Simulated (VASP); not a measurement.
Write the native input for VASP 6.6.1 that does the following.

```yaml
Task: single point
Functional: PBE
Potentials_or_basis: VASP PAW PBE potentials, release 64 (Sb, Ga_d)
Cutoff: 520 eV
k_mesh: 8 × 8 × 8
Occupations: gaussian, width 0.011 eV
Spin: no spin polarisation
Dipole_correction: no
Further_INCAR_settings: ALGO = Normal; EDIFF = 1e-07; NBANDS = 16
```

The structure of GaSb lies in POSCAR:

```
GaSb
1.0
    0.0000000000      3.0590000000      3.0590000000
    3.0590000000      0.0000000000      3.0590000000
    3.0590000000      3.0590000000      0.0000000000
Sb Ga
1 1
Direct
    0.7500000000      0.7500000000      0.7500000000
    0.0000000000      0.0000000000      0.0000000000
```

One way to write it, as run:

INCAR

```
ALGO     = Normal         # electronic algorithm
EDIFF    = 1E-7           # SCF threshold, eV
ENCUT    = 520            # plane-wave cutoff, eV
GGA      = PE             # functional
ISIF     = 2              # what is computed and relaxed
ISMEAR   = 0              # smearing method
LASPH    = T              # aspherical terms in the spheres
LCHARG   = F              # write CHGCAR
LREAL    = F              # projectors in reciprocal space
LWAVE    = F              # write WAVECAR
NBANDS   = 16             # bands
NELM     = 60             # most SCF steps
PREC     = Accurate       # precision mode
SIGMA    = 0.011          # smearing width, eV
```

KPOINTS

```
k-points
0
Gamma
  8 8 8
```

Potentials or basis: VASP PAW PBE potentials, release 64 (Sb, Ga_d).

The run is started by

```console
$ cat potpaw_PBE.64/Sb/POTCAR potpaw_PBE.64/Ga_d/POTCAR > POTCAR
$ mpirun -np 1 vasp_std > vasp.out
```

Results of the run:

| Quantity | Value |
| --- | --- |
| Pressure | 2.4 GPa |
| Band gap on the k mesh | 0.04 eV, direct |

Caveat: spin-orbit coupling is left out, which moves the levels of the heavy elements.

Run time: 21 s on 1 thread of AMD EPYC 7R43 64-Core Processor (Zen 3), on a shared host, peak memory 0.15 GiB.
